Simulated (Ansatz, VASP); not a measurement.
# ZrMo2C2: VASP beside Ansatz

```
Zr Mo C
1.0
     4.15513    0.00000    0.00000
     0.00000    4.15513    0.00000
     0.00000    0.00000    7.32217
Zr Mo C
2 4 4
Direct
  0.00000 0.50000 0.32693
  0.50000 0.00000 0.67307
  0.00000 0.00000 0.00000
  0.50000 0.50000 0.00000
  0.00000 0.50000 0.69250
  0.50000 0.00000 0.30750
  0.00000 0.00000 0.50000
  0.50000 0.50000 0.50000
  0.00000 0.50000 0.97380
  0.50000 0.00000 0.02620
```

Change from the starting cell: species swapped into the CeSb2Pd2 type (P4/nmm, No. 129).

Alike in both runs: task relaxation of cell and atoms; functional PBE; k mesh 4 × 4 × 4; occupations gaussian, width 0.1 eV; no spin polarisation.

|  | VASP | Ansatz |
| --- | --- | --- |
| version | VASP 6.6.1 | Ansatz 0.2.0 |
| potentials or method | VASP PAW PBE potentials, release 64 (Zr_sv, Mo_sv, C), cutoff 600 eV | scalar-relativistic, plane waves, PAW |
| valence electrons in the cell | 96 | 96 |

```csv
,VASP,Ansatz,Ansatz less VASP
"gap on the k mesh at the Fermi level, each at its own relaxed structure (eV)",none,none,-
relaxed volume (Å³/atom),12.62,12.60,-0.017
relaxed cell length with the largest relative difference (Å),4.168,4.164,-0.0033
```

A gap of «none» marks a metal or a gap that the smearing closes.

The k mesh is coarse, so the values compare programs but aren't converged.
